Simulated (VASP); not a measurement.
Set up this calculation in VASP 6.6.1, as the native input.

* Task: single point
* Functional: r2SCAN
* Potentials or basis: VASP PAW PBE potentials, release 64 (B, N)
* Cutoff: 520 eV
* k mesh: 9 × 9 × 4
* Occupations: gaussian, width 0.01 eV
* Spin: no spin polarisation
* Dipole correction: no
* Further INCAR settings: ALGO = Normal; EDIFF = 1e-06; NBANDS = 16

The system is BN.

```
B N
1.0
     2.50061    0.00000    0.00000
    -1.25030    2.16559    0.00000
     0.00000    0.00000    6.52282
B N
2 2
Direct
  0.33333 0.66667 0.25000
  0.66667 0.33333 0.75000
  0.33333 0.66667 0.75000
  0.66667 0.33333 0.25000
```

The input as run:

POSCAR

```
BN
1.0
    2.5006065601      0.0000000000      0.0000000000
   -1.2503032800      2.1655888059      0.0000000000
    0.0000000000      0.0000000000      6.5228215826
B N
2 2
Direct
    0.3333333333      0.6666666667      0.2500000000
    0.6666666667      0.3333333333      0.7500000000
    0.3333333333      0.6666666667      0.7500000000
    0.6666666667      0.3333333333      0.2500000000
```

INCAR.step1

```
PREC = Accurate ; ENCUT = 520
ISMEAR = 0 ; SIGMA = 0.01
LREAL = False ; LASPH = True
NELM = 100 ; NBANDS = 16
GGA = PE ; ALGO = Normal
EDIFF = 1E-4 ; LWAVE = True
LCHARG = False
```

INCAR.step2

```
PREC = Accurate ; ENCUT = 520
EDIFF = 1E-6 ; ISMEAR = 0
SIGMA = 0.01 ; LREAL = False
LASPH = True ; NELM = 100
ALGO = Normal ; ISIF = 2
LWAVE = False ; LCHARG = False
METAGGA = R2SCAN ; LMIXTAU = True
NBANDS = 16 ; ISTART = 1
```

KPOINTS

```
regular mesh
0
Gamma
  9 9 4
```

Potentials or basis: VASP PAW PBE potentials, release 64 (B, N).

The run is started by

```bash
$ cat potpaw_PBE.64/B/POTCAR potpaw_PBE.64/N/POTCAR > POTCAR
$ cp INCAR.step1 INCAR
$ mpirun -np 1 vasp_std > vasp.out
$ cp INCAR.step2 INCAR
$ mpirun -np 1 vasp_std > vasp.out
```

Results of the run:

```json
{
  "Pressure": "1.0 GPa",
  "Band gap on the k mesh": "5.01 eV, indirect (least direct gap 5.28 eV)"
}
```

Caveat: the PAW data sets were made with another functional, which shifts forces and pressure a little.

It took 2.2 min on 1 thread of Intel Xeon 8259CL, on a shared host, peak memory 0.16 GiB.
